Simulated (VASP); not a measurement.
Write the native input for VASP 6.6.1 that does the following.

| Property | Result |
| --- | --- |
| Task | relaxation of cell and atoms |
| Functional | r2SCAN |
| Potentials or basis | VASP PAW PBE potentials, release 64 (Ta_pv, N) |
| Cutoff | 600 eV |
| k mesh | 18 × 18 × 14 |
| Occupations | gaussian, width 0.1 eV |
| Spin | no spin polarisation |
| Target pressure | -2 GPa |
| Dipole correction | no |
| Further INCAR settings | ALGO = Normal; EDIFF = 1e-06; IBRION = 2; EDIFFG = -0.008; NSW = 70; ISIF = 3 |

Crystal: TaN.

```xyz
2
Lattice="2.9548 0.0000 0.0000 -1.4774 2.5590 0.0000 0.0000 0.0000 2.9030" Properties=species:S:1:pos:R:3 pbc="T T T"
Ta    0.0000    1.7060    1.4515
N     0.0000    0.0000    0.0000
```

One way to write it, as run:

POSCAR

```
TaN
1.0
    2.9548343747      0.0000000000      0.0000000000
   -1.4774171873      2.5589616325      0.0000000000
    0.0000000000      0.0000000000      2.9029707254
Ta N
1 1
Direct
    0.3333333333      0.6666666667      0.5000000000
    0.0000000000      0.0000000000      0.0000000000
```

INCAR.step1

```
PREC = Accurate
ENCUT = 600
ISMEAR = 0
SIGMA = 0.1
LREAL = False
LASPH = True
NELM = 100
GGA = PE
ALGO = Normal
EDIFF = 1E-4
LWAVE = True
LCHARG = False
```

INCAR.step2

```
PREC = Accurate
ENCUT = 600
EDIFF = 1E-6
ISMEAR = 0
SIGMA = 0.1
LREAL = False
LASPH = True
NELM = 100
ALGO = Normal
ISIF = 3
LWAVE = False
LCHARG = False
METAGGA = R2SCAN
LMIXTAU = True
IBRION = 2
NSW = 70
EDIFFG = -0.008
PSTRESS = -20.0
ISTART = 1
```

KPOINTS

```
Automatic mesh
0
Gamma
  18 18 14
```

Potentials or basis: VASP PAW PBE potentials, release 64 (Ta_pv, N).

Launch:

```sh
$ cat potpaw_PBE.64/Ta_pv/POTCAR potpaw_PBE.64/N/POTCAR > POTCAR
$ cp INCAR.step1 INCAR
$ mpirun -np 1 vasp_std > vasp.out
$ cp INCAR.step2 INCAR
$ mpirun -np 1 vasp_std > vasp.out
```

Results of the run:

* Relaxed volume: 10.88 Å³/atom
* Relaxed cell: a = 2.947 Å, b = 2.947 Å, c = 2.893 Å, α = 90.00°, β = 90.00°, γ = 120.00°
* Space group after relaxing (to 0.1 Å): P-6m2 (No. 187)
* Energy change on relaxing (the run minimises the enthalpy): -2.1 meV/atom
* Ionic steps: 3
* Pressure after relaxing: -2.0 GPa
* Band gap on the k mesh: zero (bands 8 and 9 overlap by 0.25 eV)

Caveat: the cell is relaxed towards a set pressure, so the run minimises the enthalpy, not the energy; the PAW data sets were made with another functional, which shifts forces and pressure a little; spin-orbit coupling is left out, which moves the levels of the heavy elements.

Wall time 4 min on 1 thread of Intel(R) Xeon(R) 6975P-C (Granite Rapids) (shared host), peak memory 0.24 GiB.
